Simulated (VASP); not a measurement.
Set up this calculation in VASP 6.6.1, as the native input.

- Task: single point
- Functional: PBE
- Potentials or basis: VASP PAW PBE potentials, release 64 (Be, Cd, F)
- Cutoff: 520 eV
- k mesh: 4 × 4 × 4
- Occupations: gaussian, width 0.1 eV
- Spin: no spin polarisation
- Dipole correction: no
- Further INCAR settings: ALGO = Normal; EDIFF = 1e-07; NBANDS = 54

The structure of BeCdF4 lies in POSCAR:

```
BeCdF4
1.0
    5.0345824230     -0.0199126335      0.0088455463
   -2.4907836305      5.3754914009     -0.1425818957
   -0.0226433815     -2.1694122647      6.1545930727
Be Cd F
2 2 8
Direct
    0.8531478913      0.7391459082      0.8953718071
    0.6136714046      0.2607962111      0.5212639007
    0.5976835455      0.1988244210      0.0091914949
    0.8993355947      0.8012441845      0.4077888593
    0.8767237912      0.4998629798      0.7082646952
    0.5128895231      0.3920896090      0.3881853210
    0.7583883819      0.9004467701      0.7847441237
    0.1580933135      0.9264909123      0.0425458226
    0.3578969730      0.0997748082      0.6318450643
    0.7311462142      0.0732089106      0.3739631443
    0.6211423026      0.6083007328      0.0284616097
    0.0198810646      0.4998145520      0.2083741574
```

These files were run (other wordings do the same):

INCAR

```
SYSTEM = BeCdF4
ALGO = Normal
EDIFF = 1E-7
ENCUT = 520
GGA = PE
ISIF = 2
ISMEAR = 0
LASPH = .True.
LCHARG = .False.
LREAL = .False.
LWAVE = .False.
NBANDS = 54
NELM = 100
PREC = Accurate
SIGMA = 0.1
```

KPOINTS

```
k-points
0
Gamma
  4 4 4
  0 0 0
```

Potentials or basis: VASP PAW PBE potentials, release 64 (Be, Cd, F).

Run with:

```sh
$ cat potpaw_PBE.64/Be/POTCAR potpaw_PBE.64/Cd/POTCAR potpaw_PBE.64/F/POTCAR > POTCAR
$ mpirun -np 1 vasp_std > vasp.out
```

Results of the run:

The pressure is 0.4 GPa. The largest force is 0.129 eV/Å and the band gap on the k mesh is 3.73 eV (least direct gap 3.76 eV).

Wall time 7.7 min on 1 thread of Intel Xeon 8259CL (shared host), peak memory 0.45 GiB.
